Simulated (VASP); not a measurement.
Input of a VASP 6.6.1 run:

File INCAR:

```
ALGO = Normal
EDIFF = 1E-6
ENCUT = 500
GGA = PS
GGA_COMPAT = F
ISIF = 2
ISMEAR = 0
LASPH = T
LCHARG = F
LORBIT = 11
LORBMOM = T
LREAL = F
LSORBIT = T
LWAVE = F
MAGMOM = 0 0 0 0 0 0
NBANDS = 28
NELM = 200
PREC = Accurate
SIGMA = 0.01
```

Contents of KPOINTS:

```
k-points
0
Gamma
  6 6 6
```

The input POSCAR:

```
CsBr
1.0
    4.2401720674      0.0000000000      0.0000000000
    0.0000000000      4.2401720674      0.0000000000
    0.0000000000      0.0000000000      4.2613729277
Cs Br
1 1
Direct
    0.0000000000      0.0000000000      0.0000000000
    0.5000000000      0.5000000000      0.5000000000
```

Potentials or basis: VASP PAW PBE potentials, release 64 (Cs_sv, Br).

Run with:

```sh
$ cat potpaw_PBE.64/Cs_sv/POTCAR potpaw_PBE.64/Br/POTCAR > POTCAR
$ mpirun -np 1 vasp_ncl > vasp.out
```

(1) Estimate the pressure.

(2) Predict the net moment.

## Answers

(1) 0.0 GPa.

(2) 0.00 μB per cell.

Caveat: the cell differs from its parent crystal (z stretched by +0.5 %, x and y held); the PAW data sets were made with another functional, which shifts forces and pressure a little.
